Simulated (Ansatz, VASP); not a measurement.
# Sn in VASP and in Ansatz

Contents of INCAR:

```
  ALGO = Normal
  EDIFF = 1E-6
  ENCUT = 520
  GGA = PS
  ISIF = 2
  ISMEAR = -1
  LASPH = T
  LCHARG = T
  LELF = T
  LREAL = F
  LVHAR = T
  LWAVE = F
  NBANDS = 13
  NELM = 60
  PREC = Accurate
  SIGMA = 0.1
```

The input KPOINTS:

```
k-points
0
Gamma
  11 11 11
```

POSCAR

```
Sn
1.0
   -1.8819358316      1.8819358316      1.8819358316
    1.8819358316     -1.8819358316      1.8819358316
    1.8819358316      1.8819358316     -1.8819358316
Sn
1
Direct
    0.0000000000      0.0000000000      0.0000000000
```

Input for Ansatz:

```yaml
crystal:
  lattice:
    - [-1.8819358316195582, 1.8819358316195582, 1.8819358316195582]
    - [1.8819358316195582, -1.8819358316195582, 1.8819358316195582]
    - [1.8819358316195582, 1.8819358316195582, -1.8819358316195582]
  atoms:
    - { symbol: Sn, position: [0.0, 0.0, 0.0] }
basis:
  ecutwfc: 462.593566181796
kpoints:
  mp_grid:
    grid: [11, 11, 11]
hamiltonian:
  xc: pbesol
scf:
  max_iter: 75
  occupations:
    method: fermi_dirac
    width: 0.1
output:
  stress: true
```

Alike in both runs: task single point; functional PBEsol; k mesh 11 × 11 × 11; occupations fermi-dirac, width 0.1 eV; no spin polarisation.

```csv
,VASP,Ansatz
version,VASP 6.6.1,Ansatz 0.2.0
potentials or method,"VASP PAW PBE potentials, release 64 (Sn_d), cutoff 520 eV","plane waves, PAW"
valence electrons in the cell,14,14
```

```csv
,VASP,Ansatz,Ansatz less VASP
pressure (GPa),-0.7,-0.7,+0.03
```

VASP's potentials were made for PBE, not for PBEsol. With one functional, cell and mesh, what is left measures potentials, basis and numerics.
